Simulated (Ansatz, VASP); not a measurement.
# MgCd2Te3: VASP beside Ansatz

```xyz
12
Lattice="4.6589 0.0000 0.0000 0.0000 8.0695 0.0000 0.0000 0.0000 11.3788" Properties=species:S:1:pos:R:3 pbc="T T T"
Mg    0.0000    2.6898    7.6055
Mg    2.3295    6.7246    7.6055
Cd    0.0000    0.0000   11.3529
Cd    2.3295    4.0347   11.3529
Cd    2.3295    1.3449    3.8079
Cd    0.0000    5.3796    3.8079
Te    4.6589    0.0000    8.4844
Te    2.3295    4.0347    8.4844
Te    0.0000    2.6898    4.7838
Te    2.3295    6.7246    4.7838
Te    2.3295    1.3449    0.9468
Te    0.0000    5.3796    0.9468
```

Alike in both runs: task single point; functional PBE; k mesh 4 × 2 × 2; occupations gaussian, width 0.1 eV; no spin polarisation.

```csv
,VASP,Ansatz
version,VASP 6.6.1,Ansatz 0.2.0
potentials or method,"VASP PAW PBE potentials, release 64 (Mg, Cd, Te), cutoff 520 eV","scalar-relativistic, plane waves, PAW"
valence electrons in the cell,88,196
```

|  | VASP | Ansatz | Ansatz less VASP |
| --- | --- | --- | --- |
| gap on the k mesh at the Fermi level (eV) | 0.98 | 0.99 | +0.004 |
| least direct gap on the mesh (eV) | 0.98 | 0.99 | +0.004 |
| pressure (GPa) | 0.1 | 0.0 | -0.07 |
| traceless stress, the component that is largest in VASP (GPa) | 0.12 | 0.11 | -0.002 |
| rms of the force components (eV/Å) | 0.009 | 0.007 | -0.0027 |

Atom by atom the forces differ by 0.005 eV/Å (rms over components). VASP's potentials hold 88 valence electrons a cell and Ansatz's 196, so a difference there can come from the potentials and not from the codes.

Neither program's run includes spin-orbit coupling.
